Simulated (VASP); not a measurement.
# Mg (P6/mmm) in VASP: a series of runs, part 2 of 3

VASP 6.6.1.

## 3. Single point, PBE

This run uses another cell than the first one, of 25.69 Å³/atom, 1.136 times its volume.

File INCAR:

```
SYSTEM = Mg
PREC = Accurate ; ENCUT = 520
EDIFF = 1E-7 ; ISMEAR = -1
SIGMA = 0.1 ; LREAL = .False.
LASPH = .True. ; NELM = 100
ALGO = Normal ; ISIF = 2
LWAVE = .False. ; LCHARG = .False.
GGA = PE ; NBANDS = 7
```

File KPOINTS:

```
regular mesh
0
Gamma
  14 14 13
  0 0 0
```

File POSCAR:

```
Mg
1.0
    3.0892807173      0.0000000000      0.0000000000
   -1.5446403587      2.6753955806      0.0000000000
    0.0000000000      0.0000000000      3.1077571022
Mg
1
Direct
    0.0000000000      0.0000000000      0.0000000000
```

Potentials or basis: VASP PAW PBE potentials, release 64 (Mg).

Started as:

```console
cat potpaw_PBE.64/Mg/POTCAR > POTCAR
mpirun -np 1 vasp_std > vasp.out
```

OUTCAR:

```text
SYSTEM = Mg
   PREC = Accurate
   ENCUT = 520
   EDIFF = 1E-7
   ISMEAR = -1
   LREAL = .False.
   LASPH = .True.
   NELM = 100
   ISIF = 2
   GGA = PE

 ion  position               nearest neighbor table
   1  0.000  0.000  0.000-

  LATTYP: Found a hexagonal cell.
 ALAT       =     3.0892807173
 C/A-ratio  =     1.0059808048

  Lattice vectors:

 A1 = (   3.0892807173,   0.0000000000,   0.0000000000)
 A2 = (  -1.5446403587,   2.6753955806,   0.0000000000)
 A3 = (   0.0000000000,   0.0000000000,   3.1077571022)

Analysis of symmetry for initial positions (statically):
=====================================================================
 Subroutine PRICEL returns:
 Original cell was already a primitive cell.

 Routine SETGRP: Setting up the symmetry group for a
 hexagonal supercell.

 Subroutine GETGRP returns: Found 24 space group operations
 (whereof 24 operations were pure point group operations)
 out of a pool of 24 trial point group operations.

The static configuration has the point symmetry D_6h.

Analysis of symmetry for dynamics (positions and initial velocities):
=====================================================================
 Subroutine PRICEL returns:
 Original cell was already a primitive cell.

 Routine SETGRP: Setting up the symmetry group for a
 hexagonal supercell.

 Subroutine GETGRP returns: Found 24 space group operations
 (whereof 24 operations were pure point group operations)
 out of a pool of 24 trial point group operations.

The dynamic configuration has the point symmetry D_6h.

 Subroutine INISYM returns: Found 24 space group operations
 (whereof 24 operations are pure point group operations),
 and found     1 'primitive' translations

----------------------------------------------------------------------------------------

                                     Primitive cell

  volume of cell :      25.6858

  direct lattice vectors                    reciprocal lattice vectors
     3.089280717  0.000000000  0.000000000     0.323699946  0.186888251  0.000000000
    -1.544640359  2.675395581  0.000000000     0.000000000  0.373776501  0.000000000
     0.000000000  0.000000000  3.107757102     0.000000000  0.000000000  0.321775469

  length of vectors
     3.089280717  3.089280717  3.107757102     0.373776501  0.373776501  0.321775469

  position of ions in fractional coordinates (direct lattice)
     0.000000000  0.000000000  0.000000000

  ion indices of the primitive-cell ions
   primitive index   ion index
                 1           1

----------------------------------------------------------------------------------------

 KPOINTS: regular mesh

Automatic generation of k-mesh.
 Grid dimensions read from file:
 generate k-points for:   14   14   13

 Generating k-lattice:

  Cartesian coordinates                     Fractional coordinates (reciprocal lattice)
     0.023121425  0.013349161  0.000000000     0.071428571  0.000000000  0.000000000
     0.000000000  0.026698322  0.000000000     0.000000000  0.071428571  0.000000000
     0.000000000  0.000000000  0.024751959     0.000000000  0.000000000  0.076923077

  Length of vectors
     0.026698322  0.026698322  0.024751959

  Shift w.r.t. Gamma in fractional coordinates (k-lattice)
     0.000000000  0.000000000  0.000000000

 Subroutine IBZKPT returns following result:
 ===========================================

 Found    168 irreducible k-points:

 Following reciprocal coordinates:
            Coordinates               Weight
  0.000000  0.000000  0.000000      1.000000
  0.071429  0.000000  0.000000      6.000000
  0.142857  0.000000  0.000000      6.000000
  0.214286 -0.000000  0.000000      6.000000
  0.285714  0.000000  0.000000      6.000000
  0.357143 -0.000000  0.000000      6.000000
[... 16 lines left out ...]
  0.285714  0.285714  0.000000      6.000000
  0.357143  0.285714  0.000000      6.000000
 [... further k-points ...]
   k-points           NKPTS =    168   k-points in BZ     NKDIM =    168   number of bands    NBANDS=      7
   number of dos      NEDOS =    301   number of ions     NIONS =      1
   total plane-waves  NPLWV =  13824
   dimension x,y,z NGX =    24 NGY =   24 NGZ =   24
   dimension x,y,z NGXF=    48 NGYF=   48 NGZF=   48
   ions per type =               1
   NGX,Y,Z   is equivalent  to a cutoff of  12.92, 12.92, 12.84 a.u.
   NGXF,Y,Z  is equivalent  to a cutoff of  25.83, 25.83, 25.68 a.u.
 SYSTEM =  Mg
   PREC   = accura    normal or accurate (medium, high low for compatibility)
   ISTART =      0    job   : 0-new  1-cont  2-samecut
   ICHARG =      2    charge: 1-file 2-atom 10-const
   ISPIN  =      1    spin polarized calculation?
   LNONCOLLINEAR =      F non collinear calculations
   LSORBIT =      F    spin-orbit coupling
   LASPH  =      T    aspherical Exc in radial PAW
   ENCUT  =  520.0 eV  38.22 Ry    6.18 a.u.   5.74  5.74  5.78*2*pi/ulx,y,z
   NELM   =    100;   NELMIN=  2; NELMDL= -5     # of ELM steps
   EDIFF  = 0.1E-06   stopping-criterion for ELM
   LREAL  =      F    real-space projection
   EDIFFG = 0.1E-05   stopping-criterion for IOM
   NSW    =      0    number of steps for IOM
   IBRION =     -1    ionic relax: 0-MD 1-quasi-New 2-CG
   NFREE  =      0    steps in history (QN), initial steepest desc. (CG)
   ISIF   =      2    stress and relaxation
   ISYM   =      2    0-nonsym 1-usesym 2-fastsym
   POTIM  = 0.5000    time-step for ionic-motion
   TEBEG  =    0.0;   TEEND  =   0.0 temperature during run
   PSTRESS=    0.0 pullay stress
   NELECT =       2.0000    total number of electrons
   NUPDOWN=      -1.0000    fix difference up-down
   EMIN   =  10.00;   EMAX   =-10.00  energy-range for DOS
   EFERMI =   0.00;   METHOD = LEGACY
   ISMEAR =    -1;   SIGMA  =   0.10  broadening in eV -4-tet -1-fermi 0-gaus
   EFERMI_NEDOS =   21; number of points for ismear=-14 and -15
   IALGO  =     38    algorithm
   IMIX   =      4    mixing-type and parameters
     AMIX     =   0.40;   BMIX     =  1.00
     AMIX_MAG =   1.60;   BMIX_MAG =  1.00
  volume/ion in A,a.u.               =      25.69       173.34
  Fermi-wavevector in a.u.,A,eV,Ry     =   0.699070  1.321051  6.649152  0.488699
  Thomas-Fermi vector in A             =   1.782848
   LORBIT       =      0    0 simple, 1 ext, 2 COOP (PROOUT), +10 PAW based schemes
   GGA     = PE    functional components
   LHFCALC =     F    Hartree Fock is set to
   AEXX    =    0.0000 exact exchange contribution
   IVDW    =     0    specifies the selected vdW correction
   LEPSILON=     F    determine dielectric tensor
   LRPA    =     F    only Hartree local field effects (RPA)
 non-spin polarized calculation
  energy-cutoff  :      520.00
  volume of cell :       25.69
 maximum number of plane-waves:       708
 NGX is ok and might be reduce to    24
   NGX = 11   NGY = 11   NGZ = 11

 number of electron       2.0000000 magnetization

 Free energy of the ion-electron system (eV)
  ---------------------------------------------------
  ext. energy  EPLUGINS =         0.00000000
  ---------------------------------------------------
  free energy    TOTEN  =        -1.28370830 eV

  energy without entropy =       -1.26750568  energy(sigma->0) =       -1.27560699

 E-fermi :   2.0389     XC(G=0):  -8.1242

 val. band max:        2.0380554163   @ k =   0.2143   0.1429   0.4615
 cond. band min:       2.0648330892   @ k =   0.3571   0.2143   0.3077
 fundamental gap:      0.0267776729
 Fermi energy:         2.0388849578

 k-point     1 :       0.0000    0.0000    0.0000
  band No.  band energies     occupation
      1      -4.4163      2.00000
      2       9.7975      0.00000
      3      10.3320      0.00000
      4      14.3968      0.00000
      5      14.3968      0.00000
      6      15.3177      0.00000
      7      15.3177      0.00000

 k-point     2 :       0.0714    0.0000    0.0000
  band No.  band energies     occupation
      1      -4.3088      2.00000
      2       9.7870      0.00000
      3      10.4225      0.00000
      4      12.7366      0.00000
      5      13.6045      0.00000
      6      15.2398      0.00000
      7      16.2934      0.00000
[... 201 lines left out ...]
 k-point    23 :       0.2857    0.2857    0.0000
  band No.  band energies     occupation
      1       0.6058      2.00000
      2       3.2228      0.00001
      3       3.7764      0.00000
      4      14.7032      0.00000
      5      15.6693      0.00000
      6      17.2903      0.00000
      7      17.2962      0.00000

 k-point    24 :       0.3571    0.2857    0.0000
  band No.  band energies     occupation
      1       1.7377      1.90623
      2       2.1049      0.68148
      3       3.4794      0.00000
      4      15.7554      0.00000
      5      16.0596      0.00000
      6      16.6018      0.00000
      7      17.2028      0.00000

 [... further k-points ...]
[... 5 lines left out ...]
  --------------------------------------------------------------------------------------
  -------------------------------------------------------------------------------------
  Total       -0.0159875     -0.0159875     -0.0100614      0.0000000     -0.0000000     -0.0000000
  in kB       -0.9972371     -0.9972371     -0.6275880      0.0000000     -0.0000000     -0.0000000
  external PRESSURE =      -0.8740208 kB  Pullay stress =       0.0000000 kB

 VOLUME and BASIS-vectors are now :
 -----------------------------------------------------------------------------
  energy-cutoff  :      520.00
  volume of cell :       25.69
      direct lattice vectors                 reciprocal lattice vectors
     3.089280717  0.000000000  0.000000000     0.323699946  0.186888251  0.000000000
    -1.544640359  2.675395581  0.000000000     0.000000000  0.373776501  0.000000000
     0.000000000  0.000000000  3.107757102     0.000000000  0.000000000  0.321775469

 POSITION                                       TOTAL-FORCE (eV/Angst)
 -----------------------------------------------------------------------------------
      0.00000      0.00000      0.00000        -0.000000      0.000000      0.000000
 -----------------------------------------------------------------------------------
    total drift:                                0.000000      0.000000      0.000000

  FREE ENERGIE OF THE ION-ELECTRON SYSTEM (eV)
  ---------------------------------------------------
  free  energy   TOTEN  =        -1.2837082979 eV

  energy  without entropy=       -1.2675056838  energy(sigma->0) =       -1.27560699
```

stdout:

```text
POSCAR found type information on POSCAR Mg
 POSCAR found :  1 types and       1 ions
 scaLAPACK will be used
 LDA part: xc-table for (Slater+PW92), standard interpolation
 POSCAR, INCAR and KPOINTS ok, starting setup
 FFT: planning ... GRIDC
 FFT: planning ... GRID_SOFT
 FFT: planning ... GRID
 WAVECAR not read
 entering main loop
```

Run time: 12 s. Hardware: 1 thread of Intel Xeon Platinum 8259CL at 2.50GHz (Skylake/Cascade Lake), shared host; peak memory 0.15 GiB.

Results:

```
Free energy            : -1.2837 eV
Pressure               : -0.1 GPa
Band gap on the k mesh : zero (band 1 reaches 4.42 eV, above the bottom of band 2 at 0.13 eV)
```

## 4. Relaxation of shape and atoms at fixed volume, PBE

This run uses another cell than the first one, of 11.04 Å³/atom, 0.489 times its volume.

File INCAR:

```
SYSTEM = Mg
PREC = Accurate
ENCUT = 600
EDIFF = 1E-6
ISMEAR = -1
SIGMA = 0.1
LREAL = .False.
LASPH = .True.
NELM = 60
ALGO = Normal
ISIF = 4
LWAVE = .False.
LCHARG = .False.
GGA = PE
IBRION = 2
NSW = 50
EDIFFG = -0.005
```

KPOINTS is that of step 3.

File POSCAR:

```
Mg
1.0
    2.3317403719      0.0000000000      0.0000000000
   -1.1658701860      2.0193463971      0.0000000000
    0.0000000000      0.0000000000      2.3456860558
Mg
1
Direct
    0.0000000000      0.0000000000      0.0000000000
```

Started as:

```console
cat potpaw_PBE.64/Mg/POTCAR > POTCAR
mpirun -np 1 vasp_std > vasp.out
```

Run time: 37 s. Hardware: 1 thread of Intel Xeon Platinum 8259CL at 2.50GHz (Skylake/Cascade Lake), shared host; peak memory 0.13 GiB.

Results (log left out):

```
Free energy               : 1.2557 eV
Energy gained by relaxing : 117.9 meV/atom
Ionic steps               : 15
Pressure after relaxing   : 110.0 GPa
Band gap on the k mesh    : zero (band 1 reaches 11.62 eV, above the bottom of band 2 at 6.24 eV)
```

The path:
```tsv
step	energy change (eV)	largest force (eV/Å)	pressure (GPa)	volume (Å³)
1	0.0000	0.0000	114.85	11.04
2	0.0620	0.0000	108.93	11.04
3	-0.1175	0.0000	110.12	11.04
4	-0.1179	0.0000	109.97	11.04
5	-0.1178	0.0000	110.03	11.04
6	-0.1178	0.0000	110.02	11.04
7	-0.1179	0.0000	110.02	11.04
8	-0.1179	0.0000	110.02	11.04
9	-0.1179	0.0000	110.02	11.04
10	-0.1179	0.0000	110.01	11.04
11	-0.1179	0.0000	110.01	11.04
12	-0.1179	0.0000	110.01	11.04
13	-0.1179	0.0000	110.01	11.04
14	-0.1179	0.0000	110.00	11.04
15	-0.1179	0.0000	109.98	11.04
```

Final structure:
```
Mg
1.0
     2.40263    0.00000    0.00000
    -1.20131    2.08073    0.00000
     0.00000    0.00000    2.20932
Mg
1
Cartesian
  0.0000 0.0000 0.0000
```

Levels at points of the mesh, in eV from the Fermi level:
| k point | band 1 | band 2 | band 3 | band 4 | band 5 |
| --- | --- | --- | --- | --- | --- |
| (0.00, 0.00, 0.00) | -10.72 | 12.43 | 17.07 | 17.07 | 18.72 |
| (0.50, 0.00, 0.00) | -3.35 | -1.59 | 11.48 | 14.00 | 21.69 |

## 5. Relaxation of shape and atoms at fixed volume, PBE

This run uses another cell than the first one, of 12.84 Å³/atom, 0.568 times its volume.

File INCAR:

```
SYSTEM = Mg
ALGO     = Normal         ! electronic algorithm
EDIFF    = 1E-6           ! SCF threshold, eV
EDIFFG   = -0.005         ! ionic threshold
ENCUT    = 600            ! plane-wave cutoff, eV
GGA      = PE             ! functional
IBRION   = 2              ! ionic algorithm
ISIF     = 4              ! what is computed and relaxed
ISMEAR   = -1             ! smearing method
LASPH    = .True.         ! aspherical terms in the spheres
LCHARG   = .False.        ! write CHGCAR
LREAL    = .False.        ! projectors in reciprocal space
LWAVE    = .False.        ! write WAVECAR
NELM     = 100            ! most SCF steps
NSW      = 50             ! ionic steps
PREC     = Accurate       ! precision mode
SIGMA    = 0.1            ! smearing width, eV
```

File KPOINTS:

```
k-points
0
Gamma
  14 14 13
  0 0 0
```

File POSCAR:

```
Mg
1.0
    2.4519637303      0.0000000000      0.0000000000
   -1.2259818651      2.1234628796      0.0000000000
    0.0000000000      0.0000000000      2.4666284466
Mg
1
Direct
    0.0000000000      0.0000000000      0.0000000000
```

Started as:

```console
cat potpaw_PBE.64/Mg/POTCAR > POTCAR
mpirun -np 1 vasp_std > vasp.out
```

It took 16 s on 1 thread of Intel Xeon Platinum 8259CL at 2.50GHz (Skylake/Cascade Lake), shared host; peak memory 0.13 GiB.

It converged, with:

```
Free energy               : 0.2758 eV
Energy gained by relaxing : 74.2 meV/atom
Ionic steps               : 4
Pressure after relaxing   : 68.4 GPa
Band gap on the k mesh    : zero (band 1 reaches 10.20 eV, above the bottom of band 2 at 4.66 eV)
```

Step by step:
```
step  energy change (eV)  largest force (eV/Å)  pressure (GPa)  volume (Å³)
   1              0.0000                0.0000           71.43        12.84
   2             -0.0202                0.0000           67.71        12.84
   3             -0.0742                0.0000           68.44        12.84
   4             -0.0742                0.0000           68.40        12.84
```

Final structure:
```cif
data_structure
_symmetry_space_group_name_H-M 'P 1'
_symmetry_Int_Tables_number 1
_cell_length_a 2.5170
_cell_length_b 2.5170
_cell_length_c 2.3408
_cell_angle_alpha 90.000
_cell_angle_beta 90.000
_cell_angle_gamma 120.000
_cell_volume 12.84
loop_
_atom_site_label
_atom_site_type_symbol
_atom_site_fract_x
_atom_site_fract_y
_atom_site_fract_z
_atom_site_occupancy
Mg1 Mg 0.00000 0.00000 0.00000 1
```

Levels at points of the mesh, in eV from the Fermi level:
| k point | band 1 | band 2 | band 3 | band 4 | band 5 |
| --- | --- | --- | --- | --- | --- |
| (0.00, 0.00, 0.00) | -9.86 | 11.54 | 16.12 | 16.12 | 16.42 |
| (0.50, 0.00, 0.00) | -3.01 | -1.51 | 10.72 | 12.70 | 19.77 |

[end of part 2 of 3]
